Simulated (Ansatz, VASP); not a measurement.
**CdF2: VASP beside Ansatz**

Contents of INCAR:

```
SYSTEM = CdF2
PREC = Accurate ; ENCUT = 520
EDIFF = 1E-6 ; ISMEAR = 0
SIGMA = 0.05 ; LREAL = .False.
LASPH = .True. ; NELM = 100
ALGO = Normal ; ISIF = 2
LWAVE = .False. ; LCHARG = .False.
GGA = PS ; NBANDS = 20
```

File KPOINTS:

```
regular mesh
0
Gamma
  8 8 8
  0 0 0
```

File POSCAR:

```
CdF2
1.0
    0.0000000000      2.8286180703      2.8286180703
    2.8286180703      0.0000000000      2.8286180703
    2.8286180703      2.8286180703      0.0000000000
Cd F
1 2
Direct
    0.0000000000      0.0000000000      0.0000000000
    0.2500000000      0.2500000000      0.2500000000
    0.7500000000      0.7500000000      0.7500000000
```

Input for Ansatz:

```yaml
crystal:
  lattice:
    - [0.0, 2.8286180703, 2.8286180703]
    - [2.8286180703, 0.0, 2.8286180703]
    - [2.8286180703, 2.8286180703, 0.0]
  atoms:
    - { symbol: Cd, position: [0.0, 0.0, 0.0] }
    - { symbol: F, position: [0.25, 0.25, 0.25] }
    - { symbol: F, position: [0.75, 0.75, 0.75] }
basis:
  ecutwfc: 520.0
kpoints:
  mp_grid: { grid: [8, 8, 8] }
hamiltonian:
  xc: pbesol
scf:
  occupations: { method: gaussian, width: 0.05 }
output:
  forces: true
  stress: true
  eigenvalues: true
```

Alike in both runs: task single point; functional PBEsol; k mesh 8 × 8 × 8; occupations gaussian, width 0.05 eV; no spin polarisation.

|  | VASP | Ansatz |
| --- | --- | --- |
| version | VASP 6.6.1 | Ansatz 0.2.0 |
| potentials or method | VASP PAW PBE potentials, release 64 (Cd, F), cutoff 520 eV | scalar-relativistic, plane waves, PAW |
| valence electrons in the cell | 26 | 34 |

Ansatz gave:

- gap on the k mesh at the Fermi level (eV): 2.44
- least direct gap on the mesh (eV): 3.07
- pressure (GPa): -11.2

Q: What did VASP give for the same quantities?

A: gap on the k mesh at the Fermi level (eV): 2.42; least direct gap on the mesh (eV): 3.05; pressure (GPa): -10.9.

VASP's potentials were made for PBE, not for PBEsol. VASP's potentials hold 26 valence electrons a cell and Ansatz's 34, so a difference there can come from the potentials and not from the codes.
